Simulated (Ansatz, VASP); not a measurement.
**Two plane-wave programs on HfO2**

```
Hf O
1.0
     4.83830    0.00000    0.00000
     0.00000    4.83830    0.00000
     0.00000    0.00000    3.21999
Hf O
2 4
Direct
  0.00000 0.00000 0.00000
  0.50000 0.50000 0.50000
  0.19495 0.80505 0.50000
  0.30505 0.30505 0.00000
  0.69495 0.69495 0.00000
  0.80505 0.19495 0.50000
```

Alike in both runs: task single point; functional HSE06; k mesh 2 × 2 × 4; no spin polarisation.

```csv
,VASP,Ansatz
version,VASP 6.6.1,Ansatz 0.2.0
potentials or method,"VASP PAW PBE potentials, release 64 (Hf_pv, O)","plane waves, PAW"
plane-wave cutoff (eV),520,420
occupations,"gaussian, width 0.01 eV",fixed
valence electrons in the cell,44,76
```

|  | VASP | Ansatz | Ansatz less VASP |
| --- | --- | --- | --- |
| gap on the k mesh at the Fermi level (eV) | 5.52 | 5.63 | +0.106 |
| pressure (GPa) | -3.7 | 0.4 | +4.08 |
| traceless stress, the component that is largest in VASP (GPa) | -0.56 | 0.22 | +0.774 |
| rms of the force components (eV/Å) | 0.056 | 0.031 | -0.0244 |

Atom by atom the forces differ by 0.024 eV/Å (rms over components). One of these differences is far larger than is usual between the two programs; its cause wasn't traced. VASP's potentials hold 44 valence electrons a cell and Ansatz's 76, so a difference there can come from the potentials and not from the codes. Ansatz's warnings: stress exchange threshold loose, stress scf threshold loose.

The k mesh is coarse, so the values compare programs but aren't converged. Spin-orbit coupling is off throughout.
